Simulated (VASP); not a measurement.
Write the native input for VASP 6.6.1 that does the following.

```yaml
Task: single point
Functional: PBEsol
Potentials_or_basis: VASP PAW PBE potentials, release 64 (Pb_d, F)
Cutoff: 520 eV
k_mesh: 8 × 8 × 8
Occupations: gaussian, width 0.05 eV
Spin: no spin polarisation
Dipole_correction: no
Further_INCAR_settings: ALGO = Normal; EDIFF = 1e-06; NBANDS = 21
```

The structure of PbF2 lies in POSCAR:

```
PbF2
1.0
    0.1113693750      2.9698500000      2.9698500000
    3.0812193750      0.0000000000      3.0812193750
    2.9698500000      2.9698500000      0.1113693750
Pb F
1 2
Direct
    0.0000000000      0.0000000000      0.0000000000
    0.2500000000      0.2500000000      0.2500000000
    0.7500000000      0.7500000000      0.7500000000
```

This cell differs from its parent crystal: strain +0.0750 x Voigt [0, 0, 0, 0, 1, 0].

The input as run:

INCAR

```
  PREC = Accurate
  ENCUT = 520
  EDIFF = 1E-6
  ISMEAR = 0
  SIGMA = 0.05
  LREAL = False
  LASPH = True
  NELM = 100
  ALGO = Normal
  ISIF = 2
  LWAVE = False
  LCHARG = False
  GGA = PS
  NBANDS = 21
```

KPOINTS

```
Automatic mesh
0
Gamma
  8 8 8
```

Potentials or basis: VASP PAW PBE potentials, release 64 (Pb_d, F).

Command:

```sh
$ cat potpaw_PBE.64/Pb_d/POTCAR potpaw_PBE.64/F/POTCAR > POTCAR
$ mpirun -np 1 vasp_std > vasp.out
```

It gave:

The pressure is -1.2 GPa. The largest force is 0.178 eV/Å and the band gap on the k mesh is 4.23 eV (least direct gap 4.41 eV).

Caveat: the cell differs from its parent crystal (strain +0.0750 x Voigt [0, 0, 0, 0, 1, 0]); the PAW data sets were made with another functional, which shifts forces and pressure a little; spin-orbit coupling is left out, which moves the levels of the heavy elements.

It took 46 s on 1 thread of Intel(R) Xeon(R) 6975P-C (Granite Rapids) (shared host), peak memory 0.22 GiB.
